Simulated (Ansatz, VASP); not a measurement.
**Two plane-wave programs on Bi**

Contents of INCAR:

```
  ALGO = Normal
  EDIFF = 1E-6
  ENCUT = 520
  GGA = PE
  ISIF = 2
  ISMEAR = -1
  LASPH = T
  LCHARG = T
  LELF = T
  LREAL = F
  LVHAR = T
  LWAVE = F
  NBANDS = 14
  NELM = 100
  PREC = Accurate
  SIGMA = 0.1
```

The input KPOINTS:

```
k-points
0
Gamma
  16 16 16
```

File POSCAR:

```
Bi
1.0
    3.1875663322      0.0000000000      0.0000000000
    0.0000000000      3.1875663322      0.0000000000
    0.0000000000      0.0000000000      3.1875663322
Bi
1
Direct
    0.0000000000      0.0000000000      0.0000000000
```

Input for Ansatz:

```yaml
crystal:
  lattice:
    - [3.1875663322, 0.0, 0.0]
    - [0.0, 3.1875663322, 0.0]
    - [0.0, 0.0, 3.1875663322]
  atoms:
    - { symbol: Bi, position: [0.0, 0.0, 0.0] }
hamiltonian:
  xc: pbe
  pseudopotentials:
    kind: paw
    azcp:
      Bi: "pseudopotentials/Bi.paw.azcp"
basis:
  ecutwfc: 420
  fft_grid_basis: typed
kpoints:
  mp_grid: { grid: [16, 16, 16], shift: [0, 0, 0] }
magnetization:
  spin_polarized: false
scf:
  occupations: { method: fermi_dirac, width: 0.1 }
output:
  stress: true
```

Alike in both runs: task single point; functional PBE; k mesh 16 × 16 × 16; occupations fermi-dirac, width 0.1 eV; no spin polarisation.

|  | VASP | Ansatz |
| --- | --- | --- |
| version | VASP 6.6.1 | Ansatz 0.2.0 |
| potentials or method | VASP PAW PBE potentials, release 64 (Bi_d), cutoff 520 eV | plane waves (420 eV) with PAW, scalar-relativistic |
| valence electrons in the cell | 15 | 15 |

Ansatz gave:

| Property | Result |
| --- | --- |
| pressure (GPa) | 4.6 |

**Question.** Estimate VASP's values.

**Answer.** Pressure (GPa): 4.5.

Neither program's run includes spin-orbit coupling.
